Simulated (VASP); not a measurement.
The system is W.

```
CELL_PARAMETERS angstrom
-1.60317 1.60317 1.60317
1.60317 -1.60317 1.60317
1.60317 1.60317 -1.60317
ATOMIC_POSITIONS crystal
W 0.00000 0.00000 0.00000
```

Base run:

```yaml
Program: VASP 6.6.1
Functional: r2SCAN
Dispersion: rVV10
Potentials_or_basis: VASP PAW PBE potentials, release 64 (W_sv)
Cutoff: 520 eV
k_mesh: 12 × 12 × 12
Occupations: fermi-dirac, width 0.05 eV
Spin: no spin polarisation
```

Its results: band gap on the k mesh zero (band 7 reaches 15.78 eV, above the bottom of band 8 at 9.51 eV); pressure -10.8 GPa.

**Question.** After a change of settings the same cell gave: band gap on the k mesh zero (band 7 reaches 15.40 eV, above the bottom of band 8 at 9.34 eV); pressure -19.2 GPa. Which change was it?
A. functional from r2SCAN to PBE; dispersion from rVV10 to none
B. functional from r2SCAN to PBE; dispersion from rVV10 to D4
C. functional from r2SCAN to SVWN5; dispersion from rVV10 to none
D. functional from r2SCAN to BLYP; dispersion from rVV10 to D4

**Answer.** C.

Caveats: the PAW data sets were made with another functional, which shifts forces and pressure a little; spin-orbit coupling is left out, which moves the levels of the heavy elements.
